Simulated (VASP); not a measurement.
# Pt (P6_3/mmc) in VASP: single point with PBEsol

Aim: the single point of Pt with PBEsol.

Program: VASP 6.6.1. These are calculated values, not measurements. Logs are shortened: lines on timing, memory, paths and dates and some standing lists are left out, and cuts for length are marked.

## 1. The cell of the first run

The structure is hexagonal, space group P6_3/mmc (No. 194). The conventional cell has a = 2.722 Å, b = 2.722 Å, c = 4.725 Å, α = 90.00°, β = 90.00°, γ = 120.00°. Pt (site symmetry -6m2) has 12 Pt at 2.72 to 2.84 Å within 3.6 Å.

This isn't the form of Pt at room conditions, which is fcc.

## 2. Single point, PBEsol

The input, INCAR:

```
  PREC = Accurate
  ENCUT = 570
  EDIFF = 1E-6
  ISMEAR = 0
  SIGMA = 0.1
  LREAL = F
  LASPH = T
  NELM = 120
  ALGO = Normal
  ISIF = 2
  LWAVE = F
  LCHARG = F
  GGA = PS
  NBANDS = 25
  GGA_COMPAT = F
```

The input, KPOINTS:

```
Automatic mesh
0
Gamma
  7 7 4
```

The input, POSCAR:

```
Pt
1.0
    2.7221896473     -0.0000028465      0.0000000000
   -1.3610923585      2.3574868117      0.0000000000
    0.0000000000      0.0000000000      4.7253339346
Pt
2
Direct
    0.6666666667      0.3333333333      0.7500000000
    0.3333333333      0.6666666667      0.2500000000
```

Potentials or basis: VASP PAW PBE potentials, release 64 (Pt_sv_GW).

The run is started by

```bash
> cat potpaw_PBE.64/Pt_sv_GW/POTCAR > POTCAR
> mpirun -np 1 vasp_std > vasp.out
```

OUTCAR:

```text
PREC = Accurate
   ENCUT = 570
   EDIFF = 1E-6
   ISMEAR = 0
   LREAL = F
   LASPH = T
   NELM = 120
   ISIF = 2
   GGA = PS

 ion  position               nearest neighbor table
   1  0.667  0.333  0.750-   2 2.84   2 2.84   2 2.84   2 2.84   2 2.84   2 2.84
   2  0.333  0.667  0.250-   1 2.84   1 2.84   1 2.84   1 2.84   1 2.84   1 2.84

  LATTYP: Found a hexagonal cell.
 ALAT       =     2.7221896473
 C/A-ratio  =     1.7358577274

  Lattice vectors:

 A1 = (   2.7221896473,  -0.0000028465,   0.0000000000)
 A2 = (  -1.3610923585,   2.3574868117,   0.0000000000)
 A3 = (   0.0000000000,   0.0000000000,   4.7253339346)

Analysis of symmetry for initial positions (statically):
=====================================================================
 Subroutine PRICEL returns:
 Original cell was already a primitive cell.

 Routine SETGRP: Setting up the symmetry group for a
 hexagonal supercell.

 Subroutine GETGRP returns: Found 24 space group operations
 (whereof 12 operations were pure point group operations)
 out of a pool of 24 trial point group operations.

The static configuration has the point symmetry D_3d.
 The point group associated with its full space group is D_6h.

Analysis of symmetry for dynamics (positions and initial velocities):
=====================================================================
 Subroutine PRICEL returns:
 Original cell was already a primitive cell.

 Routine SETGRP: Setting up the symmetry group for a
 hexagonal supercell.

 Subroutine GETGRP returns: Found 24 space group operations
 (whereof 12 operations were pure point group operations)
 out of a pool of 24 trial point group operations.

The dynamic configuration has the point symmetry D_3d.
 The point group associated with its full space group is D_6h.

 Subroutine INISYM returns: Found 24 space group operations
 (whereof 12 operations are pure point group operations),
 and found     1 'primitive' translations

----------------------------------------------------------------------------------------

                                     Primitive cell

  volume of cell :      30.3249

  direct lattice vectors                    reciprocal lattice vectors
     2.722189647 -0.000002847  0.000000000     0.367351556  0.212090008  0.000000000
    -1.361092359  2.357486812  0.000000000     0.000000444  0.424180784  0.000000000
     0.000000000  0.000000000  4.725333935     0.000000000  0.000000000  0.211625255
[... 79 lines left out ...]
   LSORBIT =      F    spin-orbit coupling
   LASPH  =      T    aspherical Exc in radial PAW
   ENCUT  =  570.0 eV  41.89 Ry    6.47 a.u.   5.30  5.30  9.20*2*pi/ulx,y,z
   NELM   =    120;   NELMIN=  2; NELMDL= -5     # of ELM steps
   EDIFF  = 0.1E-05   stopping-criterion for ELM
   LREAL  =      F    real-space projection
   EDIFFG = 0.1E-04   stopping-criterion for IOM
   NSW    =      0    number of steps for IOM
   IBRION =     -1    ionic relax: 0-MD 1-quasi-New 2-CG
   NFREE  =      0    steps in history (QN), initial steepest desc. (CG)
   ISIF   =      2    stress and relaxation
   ISYM   =      2    0-nonsym 1-usesym 2-fastsym
   POTIM  = 0.5000    time-step for ionic-motion
   TEBEG  =    0.0;   TEEND  =   0.0 temperature during run
   PSTRESS=    0.0 pullay stress
   NELECT =      36.0000    total number of electrons
   NUPDOWN=      -1.0000    fix difference up-down
   EMIN   =  10.00;   EMAX   =-10.00  energy-range for DOS
   EFERMI =   0.00;   METHOD = LEGACY
   ISMEAR =     0;   SIGMA  =   0.10  broadening in eV -4-tet -1-fermi 0-gaus
   EFERMI_NEDOS =   21; number of points for ismear=-14 and -15
   IALGO  =     38    algorithm
   IMIX   =      4    mixing-type and parameters
     AMIX     =   0.40;   BMIX     =  1.00
     AMIX_MAG =   1.60;   BMIX_MAG =  1.00
  volume/ion in A,a.u.               =      15.16       102.32
  Fermi-wavevector in a.u.,A,eV,Ry     =   1.733441  3.275728 40.883021  3.004817
  Thomas-Fermi vector in A             =   2.807427
   LORBIT       =      0    0 simple, 1 ext, 2 COOP (PROOUT), +10 PAW based schemes
   GGA     = PS    functional components
   LHFCALC =     F    Hartree Fock is set to
   AEXX    =    0.0000 exact exchange contribution
   IVDW    =     0    specifies the selected vdW correction
   LEPSILON=     F    determine dielectric tensor
   LRPA    =     F    only Hartree local field effects (RPA)
 non-spin polarized calculation
 Gauss-broadening in eV      SIGMA  =   0.10
  energy-cutoff  :      570.00
  volume of cell :       30.32
 maximum number of plane-waves:       954
 NGX is ok and might be reduce to    24
   NGX = 11   NGY = 11   NGZ = 19

 number of electron      36.0000001 magnetization

 Free energy of the ion-electron system (eV)
  ---------------------------------------------------
  ext. energy  EPLUGINS =         0.00000000
  ---------------------------------------------------
  free energy    TOTEN  =       -13.73980586 eV

  energy without entropy =      -13.71058026  energy(sigma->0) =      -13.72519306

 E-fermi :  10.4888     XC(G=0): -14.2304

 val. band max:       10.4864882336   @ k =   0.4286   0.0000   0.0000
 cond. band min:      10.4945779861   @ k =   0.4286   0.0000   0.0000
 fundamental gap:      0.0080897524
 Fermi energy:        10.4887852748

 k-point     1 :       0.0000    0.0000    0.0000
  band No.  band energies     occupation
      1     -88.1972      2.00000
      2     -88.1725      2.00000
      3     -42.3328      2.00000
      4     -42.1684      2.00000
      5     -42.1684      2.00000
      6     -42.1232      2.00000
[... 661 lines left out ...]
     24      20.7580      0.00000
     25      27.1318      0.00000

------------------------ aborting loop because EDIFF is reached ----------------------------------------

  FORCE on cell =-STRESS in cart. coord.  units (eV):
  Direction    XX          YY          ZZ          XY          YZ          ZX
  --------------------------------------------------------------------------------------
  -------------------------------------------------------------------------------------
  Total       -0.5843853     -0.5843853      0.2529649     -0.0000000      0.0000000      0.0000000
  in kB      -30.8752133    -30.8752133     13.3650606     -0.0000000      0.0000000      0.0000000
  external PRESSURE =     -16.1284553 kB  Pullay stress =       0.0000000 kB

 VOLUME and BASIS-vectors are now :
 -----------------------------------------------------------------------------
  energy-cutoff  :      570.00
  volume of cell :       30.32
      direct lattice vectors                 reciprocal lattice vectors
     2.722189647 -0.000002847  0.000000000     0.367351556  0.212090008  0.000000000
    -1.361092359  2.357486812  0.000000000     0.000000444  0.424180784  0.000000000
     0.000000000  0.000000000  4.725333935     0.000000000  0.000000000  0.211625255

 POSITION                                       TOTAL-FORCE (eV/Angst)
 -----------------------------------------------------------------------------------
      1.36110      0.78583      3.54400         0.000000      0.000000      0.000000
      0.00000      1.57166      1.18133        -0.000000     -0.000000      0.000000
 -----------------------------------------------------------------------------------
    total drift:                               -0.000000      0.000000     -0.000000

  FREE ENERGIE OF THE ION-ELECTRON SYSTEM (eV)
  ---------------------------------------------------
  free  energy   TOTEN  =       -13.7398058582 eV

  energy  without entropy=      -13.7105802615  energy(sigma->0) =      -13.72519306
```

OSZICAR:

```text
N       E                     dE             d eps       ncg     rms          rms(c)
DAV:   1     0.448356578817E+03    0.44836E+03   -0.28416E+04  1248   0.172E+03
DAV:   2    -0.368592018563E+00   -0.44873E+03   -0.43986E+03  1415   0.612E+02
DAV:   3    -0.159394779624E+02   -0.15571E+02   -0.15381E+02  1408   0.111E+02
DAV:   4    -0.160455519859E+02   -0.10607E+00   -0.10598E+00  1375   0.949E+00
DAV:   5    -0.160461389980E+02   -0.58701E-03   -0.58692E-03  1425   0.667E-01    0.968E+01
DAV:   6    -0.138660496856E+02    0.21801E+01   -0.42188E+00  1320   0.165E+01    0.523E+01
DAV:   7    -0.137840040658E+02    0.82046E-01   -0.89430E-01  1399   0.683E+00    0.919E+00
DAV:   8    -0.137402296549E+02    0.43774E-01   -0.18316E-01  1247   0.403E+00    0.783E-01
DAV:   9    -0.137399563868E+02    0.27327E-03   -0.33515E-03  1320   0.582E-01    0.363E-01
DAV:  10    -0.137398083069E+02    0.14808E-03   -0.22272E-04  1426   0.180E-01    0.205E-01
DAV:  11    -0.137398054602E+02    0.28467E-05   -0.12847E-05  1354   0.310E-02    0.252E-02
DAV:  12    -0.137398058582E+02   -0.39798E-06   -0.40964E-07   729   0.542E-03
   1 F= -.13739806E+02 E0= -.13725193E+02  d E =-.292256E-01
```

stdout:

```text
POSCAR found type information on POSCAR Pt
 POSCAR found :  1 types and       2 ions
 scaLAPACK will be used
 -----------------------------------------------------------------------------
|                                                                             |
|                                                                             |
|     You enforced a specific xc type in the INCAR file but a different       |
|     I HOPE YOU KNOW WHAT YOU ARE DOING!                                     |
|                                                                             |
 -----------------------------------------------------------------------------

 LDA part: xc-table for (Slater+PW92), standard interpolation
 POSCAR, INCAR and KPOINTS ok, starting setup
 FFT: planning ... GRIDC
 FFT: planning ... GRID_SOFT
 FFT: planning ... GRID
 WAVECAR not read
 entering main loop
```

Wall time 43 s (1 thread of Intel Xeon Platinum 8175M at 2.50GHz (Skylake/Cascade Lake), shared host); peak memory 0.17 GiB.

Results:

| Item | Value |
| --- | --- |
| Free energy | -13.7398 eV |
| Pressure | -1.6 GPa |
| Band gap on the k mesh | zero (bands 18 and 19 overlap by 1.10 eV) |

Stress tensor (GPa, compression positive):
```
-3.09  0.00  0.00
 0.00 -3.09  0.00
 0.00  0.00  1.34
```

Levels at points of the mesh, in eV from the Fermi level:
| k point | band 14 | band 15 | band 16 | band 17 | band 18 | band 19 | band 20 | band 21 | band 22 | band 23 |
| --- | --- | --- | --- | --- | --- | --- | --- | --- | --- | --- |
| (0.00, 0.00, 0.00) | -3.34 | -3.34 | -1.93 | -1.93 | -0.96 | -0.24 | -0.24 | 4.91 | 14.93 | 15.59 |
| (0.00, 0.00, 0.50) | -3.72 | -3.72 | -3.72 | -0.86 | -0.86 | -0.86 | -0.86 | 12.14 | 12.14 | 15.42 |

Caveat: the k points lie up to 0.38 Å⁻¹ apart, too coarse for converged energies and pressures of a metal; the PAW data sets were made with another functional, which shifts forces and pressure a little; spin-orbit coupling is left out, which moves the levels of the heavy elements.
